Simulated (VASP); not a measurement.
Runs of VASP 6.6.1 on Te. The structure is that of space group C2/m (No. 12), or close to it. The cells are those of the table. 

```tsv
task	cell	gap on the mesh (eV)	pressure (GPa)	largest force (eV/Å)
single point	a = 4.853, b = 4.853, c = 4.039 Å, angles 91.6, 91.6, 58.5°, 3 atoms	none	3.7	0.43
single point	a = 4.950, b = 4.950, c = 3.960 Å, angles 91.7, 91.7, 58.5°, 3 atoms	none	1.2	0.34
electric field gradients	a = 4.804, b = 4.804, c = 3.959 Å, angles 91.6, 91.6, 58.5°, 3 atoms	none	(a)	0.53
single point	a = 4.853, b = 4.853, c = 4.078 Å, angles 91.6, 91.6, 58.5°, 3 atoms	none	3.2	0.41
```

Alike in all rows: level LDA; potentials or basis VASP PAW LDA potentials, release 64 (Te); no spin polarisation; k mesh 8 × 8 × 8; cutoff (eV) 520; smearing fermi-dirac 0.05 eV.

Q: Fill in the values left out.

A: (a) 7.0.

Caveats: spin-orbit coupling is left out, which moves the levels of the heavy elements; the cell stands under pressure (at least some runs).

A k mesh can miss the band edges, and the runs leave out spin-orbit coupling on Te.

A gap of «none» marks levels without a gap at the run's occupations.
